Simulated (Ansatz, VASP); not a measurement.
## Two plane-wave programs on Zn4SnN

```xyz
6
Lattice="0.0000 3.5892 3.5892 3.5892 0.0000 3.5892 3.5892 3.5892 0.0000" Properties=species:S:1:pos:R:3 pbc="T T T"
Zn    6.2880    4.4796    4.4796
Zn    4.4796    6.2880    4.4796
Zn    4.4796    4.4796    6.2880
Zn    6.2880    6.2880    6.2880
Sn    3.5892    3.5892    3.5892
N     1.7946    1.7946    1.7946
```

Change from the starting cell: species swapped into the DyNi4Au type (F-43m, No. 216).

Alike in both runs: task single point; functional PBE; k mesh 4 × 4 × 4; occupations gaussian, width 0.1 eV; no spin polarisation.

|  | VASP | Ansatz |
| --- | --- | --- |
| version | VASP 6.6.1 | Ansatz 0.2.0 |
| potentials or method | VASP PAW PBE potentials, release 64 (Zn, Sn_d, N), cutoff 520 eV | scalar-relativistic, plane waves, PAW |
| valence electrons in the cell | 67 | 67 |

Ansatz gave:

```
gap on the k mesh at the Fermi level (eV) : none
pressure (GPa)                            : 2.9
rms of the force components (eV/Å)        : 0.060
```

Which values does VASP return?

gap on the k mesh at the Fermi level (eV): none; pressure (GPa): 3.1; rms of the force components (eV/Å): 0.062.

Atom by atom the forces differ by 0.002 eV/Å (rms over components). A gap of «none» marks a metal or a gap that the smearing closes.

The k mesh is coarse, so the values compare programs but aren't converged.
